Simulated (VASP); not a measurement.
# AlCo (Pm-3m) in VASP: further runs

Runs on AlCo. Level: PBEsol. Tasks: single point.

Program: VASP 6.6.1. These are calculated values, not measurements. Logs are shortened: lines on timing, memory, paths and dates and some standing lists are left out, and cuts for length are marked.

### 1 The cell of the first run

It takes space group Pm-3m (No. 221, cubic). The conventional cell has a = 2.819 Å, b = 2.819 Å, c = 2.819 Å, α = 90.00°, β = 90.00°, γ = 90.00°. Within 3.2 Å of Co (site symmetry m-3m) lie 8 Al at 2.44 Å and 6 Co at 2.82 Å. Within 3.2 Å of Al (site symmetry m-3m) lie 8 Co at 2.44 Å and 6 Al at 2.82 Å.

### 2 Single point, PBEsol, collinear spin, ferromagnetic start

Contents of INCAR:

```
SYSTEM = AlCo
PREC = Accurate
ENCUT = 520
EDIFF = 1E-6
ISMEAR = -1
SIGMA = 0.05
LREAL = .FALSE.
LASPH = .TRUE.
NELM = 150
ALGO = Normal
ISIF = 2
LWAVE = .FALSE.
LCHARG = .FALSE.
ISPIN = 2
MAGMOM = 2.5 0
LORBIT = 11
NUPDOWN = 2.5
LMAXMIX = 4
GGA = PS
NBANDS = 17
```

Contents of KPOINTS:

```
regular mesh
0
G
  8 8 8
  0 0 0
```

Contents of POSCAR:

```
AlCo
1.0
    2.8194032100      0.0000000000      0.0000000000
    0.0000000000      2.8194032100      0.0000000000
    0.0000000000      0.0000000000      2.8194032100
Co Al
1 1
Direct
    0.5000000000      0.5000000000      0.5000000000
    0.0000000000      0.0000000000      0.0000000000
```

Potentials or basis: VASP PAW PBE potentials, release 64 (Co, Al).

Run with:

```bash
$ cat potpaw_PBE.64/Co/POTCAR potpaw_PBE.64/Al/POTCAR > POTCAR
$ mpirun -np 1 vasp_std > vasp.out
```

OUTCAR:

```text
SYSTEM = AlCo
   PREC = Accurate
   ENCUT = 520
   EDIFF = 1E-6
   ISMEAR = -1
   LREAL = .FALSE.
   LASPH = .TRUE.
   NELM = 150
   ISIF = 2
   ISPIN = 2
   LORBIT = 11
   NUPDOWN = 2.5
   GGA = PS

 ion  position               nearest neighbor table
   1  0.500  0.500  0.500-   2 2.44   2 2.44   2 2.44   2 2.44   2 2.44   2 2.44   2 2.44   2 2.44

   2  0.000  0.000  0.000-   1 2.44   1 2.44   1 2.44   1 2.44   1 2.44   1 2.44   1 2.44   1 2.44

  LATTYP: Found a simple cubic cell.
 ALAT       =     2.8194032100

  Lattice vectors:

 A1 = (   2.8194032100,   0.0000000000,   0.0000000000)
 A2 = (   0.0000000000,   2.8194032100,   0.0000000000)
 A3 = (   0.0000000000,   0.0000000000,   2.8194032100)

Analysis of symmetry for initial positions (statically):
=====================================================================
 Subroutine PRICEL returns:
 Original cell was already a primitive cell.

 Routine SETGRP: Setting up the symmetry group for a
 simple cubic supercell.

 Subroutine GETGRP returns: Found 48 space group operations
 (whereof 48 operations were pure point group operations)
 out of a pool of 48 trial point group operations.

The static configuration has the point symmetry O_h .

Analysis of symmetry for dynamics (positions and initial velocities):
=====================================================================
 Subroutine PRICEL returns:
 Original cell was already a primitive cell.

 Routine SETGRP: Setting up the symmetry group for a
 simple cubic supercell.

 Subroutine GETGRP returns: Found 48 space group operations
 (whereof 48 operations were pure point group operations)
 out of a pool of 48 trial point group operations.

The dynamic configuration has the point symmetry O_h .

Analysis of structural, dynamic, and magnetic symmetry:
=====================================================================
 Subroutine PRICEL returns:
 Original cell was already a primitive cell.

 Routine SETGRP: Setting up the symmetry group for a
 simple cubic supercell.

 Subroutine GETGRP returns: Found 48 space group operations
 (whereof 48 operations were pure point group operations)
 out of a pool of 48 trial point group operations.

The overall configuration has the point symmetry O_h .

 Subroutine INISYM returns: Found 48 space group operations
 (whereof 48 operations are pure point group operations),
 and found     1 'primitive' translations

----------------------------------------------------------------------------------------

                                     Primitive cell

  volume of cell :      22.4115

  direct lattice vectors                    reciprocal lattice vectors
     2.819403210  0.000000000  0.000000000     0.354684990  0.000000000  0.000000000
     0.000000000  2.819403210  0.000000000     0.000000000  0.354684990  0.000000000
     0.000000000  0.000000000  2.819403210     0.000000000  0.000000000  0.354684990

  length of vectors
     2.819403210  2.819403210  2.819403210     0.354684990  0.354684990  0.354684990

  position of ions in fractional coordinates (direct lattice)
     0.500000000  0.500000000  0.500000000
     0.000000000  0.000000000  0.000000000

  ion indices of the primitive-cell ions
   primitive index   ion index
                 1           1
                 2           2

----------------------------------------------------------------------------------------

 KPOINTS: regular mesh

Automatic generation of k-mesh.
 Grid dimensions read from file:
 generate k-points for:    8    8    8

 Generating k-lattice:

  Cartesian coordinates                     Fractional coordinates (reciprocal lattice)
     0.044335624  0.000000000  0.000000000     0.125000000  0.000000000  0.000000000
     0.000000000  0.044335624  0.000000000     0.000000000  0.125000000  0.000000000
     0.000000000  0.000000000  0.044335624     0.000000000  0.000000000  0.125000000

  Length of vectors
     0.044335624  0.044335624  0.044335624

  Shift w.r.t. Gamma in fractional coordinates (k-lattice)
     0.000000000  0.000000000  0.000000000

 Subroutine IBZKPT returns following result:
 ===========================================

 Found     35 irreducible k-points:

 Following reciprocal coordinates:
            Coordinates               Weight
  0.000000  0.000000  0.000000      1.000000
  0.125000  0.000000  0.000000      6.000000
  0.250000  0.000000  0.000000      6.000000
  0.375000  0.000000  0.000000      6.000000
  0.500000  0.000000  0.000000      3.000000
  0.125000  0.125000  0.000000     12.000000
[... 16 lines left out ...]
  0.375000  0.375000  0.125000     24.000000
  0.500000  0.375000  0.125000     24.000000
 [... further k-points ...]
   k-points           NKPTS =     35   k-points in BZ     NKDIM =     35   number of bands    NBANDS=     17
   number of dos      NEDOS =    301   number of ions     NIONS =      2
   total plane-waves  NPLWV =  13824
   dimension x,y,z NGX =    24 NGY =   24 NGZ =   24
   dimension x,y,z NGXF=    48 NGYF=   48 NGZF=   48
   ions per type =               1   1
   NGX,Y,Z   is equivalent  to a cutoff of  14.15, 14.15, 14.15 a.u.
   NGXF,Y,Z  is equivalent  to a cutoff of  28.30, 28.30, 28.30 a.u.
 SYSTEM =  AlCo
   PREC   = accura    normal or accurate (medium, high low for compatibility)
   ISTART =      0    job   : 0-new  1-cont  2-samecut
   ICHARG =      2    charge: 1-file 2-atom 10-const
   ISPIN  =      2    spin polarized calculation?
   LNONCOLLINEAR =      F non collinear calculations
   LSORBIT =      F    spin-orbit coupling
   LASPH  =      T    aspherical Exc in radial PAW
   ENCUT  =  520.0 eV  38.22 Ry    6.18 a.u.   5.24  5.24  5.24*2*pi/ulx,y,z
   NELM   =    150;   NELMIN=  2; NELMDL= -5     # of ELM steps
   EDIFF  = 0.1E-05   stopping-criterion for ELM
   LREAL  =      F    real-space projection
   EDIFFG = 0.1E-04   stopping-criterion for IOM
   NSW    =      0    number of steps for IOM
   IBRION =     -1    ionic relax: 0-MD 1-quasi-New 2-CG
   NFREE  =      0    steps in history (QN), initial steepest desc. (CG)
   ISIF   =      2    stress and relaxation
   ISYM   =      2    0-nonsym 1-usesym 2-fastsym
   POTIM  = 0.5000    time-step for ionic-motion
   TEBEG  =    0.0;   TEEND  =   0.0 temperature during run
   PSTRESS=    0.0 pullay stress
   NELECT =      12.0000    total number of electrons
   NUPDOWN=       2.5000    fix difference up-down
   EMIN   =  10.00;   EMAX   =-10.00  energy-range for DOS
   EFERMI =   0.00;   METHOD = LEGACY
   ISMEAR =    -1;   SIGMA  =   0.05  broadening in eV -4-tet -1-fermi 0-gaus
   EFERMI_NEDOS =   21; number of points for ismear=-14 and -15
   IALGO  =     38    algorithm
   IMIX   =      4    mixing-type and parameters
     AMIX     =   0.40;   BMIX     =  1.00
     AMIX_MAG =   1.60;   BMIX_MAG =  1.00
  volume/ion in A,a.u.               =      11.21        75.62
  Fermi-wavevector in a.u.,A,eV,Ry     =   1.329366  2.512138 24.044423  1.767215
  Thomas-Fermi vector in A             =   2.458534
   LORBIT       =     11    0 simple, 1 ext, 2 COOP (PROOUT), +10 PAW based schemes
   GGA     = PS    functional components
   LHFCALC =     F    Hartree Fock is set to
   AEXX    =    0.0000 exact exchange contribution
   IVDW    =     0    specifies the selected vdW correction
   LEPSILON=     F    determine dielectric tensor
   LRPA    =     F    only Hartree local field effects (RPA)
 spin polarized calculation
  energy-cutoff  :      520.00
  volume of cell :       22.41
 maximum number of plane-waves:       624
 NGX is ok and might be reduce to    24
   NGX = 11   NGY = 11   NGZ = 11

 number of electron      11.9999995 magnetization       2.4999998

 Free energy of the ion-electron system (eV)
  ---------------------------------------------------
  ext. energy  EPLUGINS =         0.00000000
  ---------------------------------------------------
  free energy    TOTEN  =       -10.91886921 eV

  energy without entropy =      -10.89420558  energy(sigma->0) =      -10.90653739

 E-fermi :   9.8279     XC(G=0): -12.5622

 val. band max:       13.7149123652   @ k =   0.2500   0.2500   0.0000
 cond. band min:       9.8701761833   @ k =   0.3750   0.3750   0.1250
 fundamental gap:     -3.8447361819
 Fermi energy:        13.7559978558

 spin component 1

 k-point     1 :       0.0000    0.0000    0.0000
  band No.  band energies     occupation
      1      -0.6467      1.00000
      2       6.4191      1.00000
      3       6.4191      1.00000
      4       8.3748      1.00000
      5       8.3748      1.00000
      6       8.3748      1.00000
[... 9 lines left out ...]
     16      34.6280      0.00000
     17      34.6280      0.00000
[... 441 lines left out ...]
 k-point    24 :       0.5000    0.3750    0.1250
  band No.  band energies     occupation
      1       4.7431      1.00000
      2       6.0833      1.00000
      3       6.9806      1.00000
      4       7.2857      1.00000
      5       8.1353      1.00000
      6       8.7390      1.00000
[... 9 lines left out ...]
     16      32.5817      0.00000
     17      35.8198      0.00000

 [... further k-points ...]

 spin component 2

 k-point     1 :       0.0000    0.0000    0.0000
  band No.  band energies     occupation
      1      -0.0724      1.00000
      2       8.1418      1.00000
      3       8.1418      1.00000
      4      10.2725      0.00014
      5      10.2725      0.00014
      6      10.2725      0.00014
[... 9 lines left out ...]
     16      35.1664      0.00000
     17      35.1664      0.00000
[... 441 lines left out ...]
 k-point    24 :       0.5000    0.3750    0.1250
  band No.  band energies     occupation
      1       5.6899      1.00000
      2       7.0334      1.00000
      3       8.2525      1.00000
      4       8.9315      1.00000
      5       9.8828      0.25011
      6      10.0970      0.00458
[... 9 lines left out ...]
     16      33.1058      0.00000
     17      36.2283      0.00000

 [... further k-points ...]
[... 5 lines left out ...]
  --------------------------------------------------------------------------------------
  -------------------------------------------------------------------------------------
  Total        4.1019316      4.1019316      4.1019316      0.0000000      0.0000000     -0.0000000
  in kB      293.2428478    293.2428478    293.2428478      0.0000000      0.0000000     -0.0000000
  external PRESSURE =     293.2428478 kB  Pullay stress =       0.0000000 kB

 VOLUME and BASIS-vectors are now :
 -----------------------------------------------------------------------------
  energy-cutoff  :      520.00
  volume of cell :       22.41
      direct lattice vectors                 reciprocal lattice vectors
     2.819403210  0.000000000  0.000000000     0.354684990  0.000000000  0.000000000
     0.000000000  2.819403210  0.000000000     0.000000000  0.354684990  0.000000000
     0.000000000  0.000000000  2.819403210     0.000000000  0.000000000  0.354684990

 POSITION                                       TOTAL-FORCE (eV/Angst)
 -----------------------------------------------------------------------------------
      1.40970      1.40970      1.40970         0.000000      0.000000      0.000000
      0.00000      0.00000      0.00000         0.000000      0.000000      0.000000
 -----------------------------------------------------------------------------------
    total drift:                                0.000000     -0.000000     -0.000000

  FREE ENERGIE OF THE ION-ELECTRON SYSTEM (eV)
  ---------------------------------------------------
  free  energy   TOTEN  =       -10.9188692052 eV

  energy  without entropy=      -10.8942055823  energy(sigma->0) =      -10.90653739

 total charge

# of ion       s       p       d       tot
------------------------------------------
    1        0.524   0.612   7.277   8.413
    2        0.408   0.466   0.000   0.874
--------------------------------------------------
tot          0.933   1.077   7.277   9.287

 magnetization (x)

# of ion       s       p       d       tot
------------------------------------------
    1        0.088   0.157   1.876   2.121
    2        0.018   0.055   0.000   0.073
--------------------------------------------------
tot          0.106   0.212   1.876   2.194
```

Run time: 19 s. Hardware: 1 thread of AMD EPYC 9R14 (Zen 4), shared host; peak memory 0.13 GiB.

Results:

| Item | Value |
| --- | --- |
| Free energy | -10.9189 eV |
| Pressure | 29.3 GPa |
| Net moment | 2.50 μB per cell |
| Site moments | Co +2.12; Al +0.07 μB |
| Valence electrons inside the program's atomic spheres | Co 8.41; Al 0.87 |

Caveat: the PAW data sets were made with another functional, which shifts forces and pressure a little; the total moment is fixed, so each spin has its own Fermi level.

### 3 Single point, PBEsol, collinear spin, ferromagnetic start

Contents of INCAR:

```
PREC     = Accurate       # precision mode
ENCUT    = 520            # plane-wave cutoff, eV
EDIFF    = 1E-6           # SCF threshold, eV
ISMEAR   = -1             # smearing method
SIGMA    = 0.05           # smearing width, eV
LREAL    = F              # projectors in reciprocal space
LASPH    = T              # aspherical terms in the spheres
NELM     = 150            # most SCF steps
ALGO     = Normal         # electronic algorithm
ISIF     = 2              # what is computed and relaxed
LWAVE    = F              # write WAVECAR
LCHARG   = T              # write CHGCAR
ISPIN    = 2              # spin polarisation
MAGMOM   = 3 0            # initial moments
LORBIT   = 11             # projections on sites
NUPDOWN  = 3.0            # fixed moment
LMAXMIX  = 4              # l up to which the mixer works
GGA      = PS             # functional
LELF     = T              # ELF
LVHAR    = T            
NBANDS   = 17             # bands
```

Contents of KPOINTS:

```
regular mesh
0
Gamma
  8 8 8
```

POSCAR is that of step 2.

Potentials or basis: VASP PAW PBE potentials, release 64 (Co, Al).

Run with:

```bash
$ cat potpaw_PBE.64/Co/POTCAR potpaw_PBE.64/Al/POTCAR > POTCAR
$ mpirun -np 1 vasp_std > vasp.out
```

It took 20 s on 1 thread of AMD EPYC 9R14 (Zen 4), shared host; peak memory 0.13 GiB.

Results (log left out):

```
Free energy                                           : -9.8393 eV
Pressure                                              : 39.8 GPa
Net moment                                            : 3.00 μB per cell
Site moments                                          : Co +2.44; Al +0.12 μB
Valence electrons inside the program's atomic spheres : Co 8.37; Al 0.89
```

Caveat: the PAW data sets were made with another functional, which shifts forces and pressure a little; the total moment is fixed, so each spin has its own Fermi level.
